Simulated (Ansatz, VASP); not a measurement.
# In2Sb in VASP and in Ansatz

POSCAR

```
In2Sb
1.0
    5.3799042018      0.0000000000      0.0000000000
   -2.6899521009      4.6591337087      0.0000000000
    0.0000000000      0.0000000000      6.7225520000
In Sb
4 2
Direct
    0.6666666667      0.3333333333      0.2500000000
    0.3333333333      0.6666666667      0.7500000000
    0.0000000000      0.0000000000      0.5000000000
    0.0000000000      0.0000000000      0.0000000000
    0.6666666667      0.3333333333      0.7500000000
    0.3333333333      0.6666666667      0.2500000000
```

INCAR.step1

```
SYSTEM = In2Sb
PREC = Accurate
ENCUT = 520
ISMEAR = 1
SIGMA = 0.01
LREAL = .False.
LASPH = .True.
NELM = 100
NBANDS = 40
GGA = PE
ALGO = Normal
EDIFF = 1E-4
LWAVE = .True.
LCHARG = .False.
```

File INCAR.step2:

```
SYSTEM = In2Sb
PREC = Accurate
ENCUT = 520
EDIFF = 1E-6
ISMEAR = 1
SIGMA = 0.01
LREAL = .False.
LASPH = .True.
NELM = 100
ALGO = Normal
ISIF = 2
LWAVE = .False.
LCHARG = .True.
METAGGA = R2SCAN
LMIXTAU = .True.
LELF = .True.
LVHAR = .True.
NBANDS = 40
ISTART = 1
```

KPOINTS

```
regular mesh
0
Gamma
  12 12 6
  0 0 0
```

Input for Ansatz:

```yaml
crystal:
  lattice:
    - [5.3799042018, 0.0, 0.0]
    - [-2.6899521009, 4.6591337087, 0.0]
    - [0.0, 0.0, 6.722552]
  atoms:
    - { symbol: In, position: [0.6666666667, 0.3333333333, 0.25] }
    - { symbol: In, position: [0.3333333333, 0.6666666667, 0.75] }
    - { symbol: In, position: [0.0, 0.0, 0.5] }
    - { symbol: In, position: [0.0, 0.0, 0.0] }
    - { symbol: Sb, position: [0.6666666667, 0.3333333333, 0.75] }
    - { symbol: Sb, position: [0.3333333333, 0.6666666667, 0.25] }
basis:
  ecutwfc: 500
kpoints:
  mp_grid: { grid: [12, 12, 6] }
hamiltonian:
  xc: r2scan
scf:
  occupations: { method: methfessel_paxton, width: 0.01 }
output:
  forces: true
  stress: true
  eigenvalues: true
```

Alike in both runs: task single point; functional r2SCAN; k mesh 12 × 12 × 6; occupations methfessel-paxton of order 1, width 0.01 eV; no spin polarisation.

```csv
,VASP,Ansatz
version,VASP 6.6.1,Ansatz 0.2.0
potentials or method,"VASP PAW PBE potentials, release 64 (In_d, Sb), cutoff 520 eV","scalar-relativistic, plane waves, PAW"
valence electrons in the cell,62,82
```

|  | VASP | Ansatz | Ansatz less VASP |
| --- | --- | --- | --- |
| gap on the k mesh at the Fermi level (eV) | none | none | - |
| pressure (GPa) | -0.9 | -0.9 | +0.05 |
| traceless stress, the component that is largest in VASP (GPa) | -1.23 | -1.21 | +0.015 |

VASP's potentials were made for PBE, not for r2SCAN. A gap of «none» marks a metal or a gap that the smearing closes. VASP's potentials hold 62 valence electrons a cell and Ansatz's 82, so a difference there can come from the potentials and not from the codes.

Neither program's run includes spin-orbit coupling.
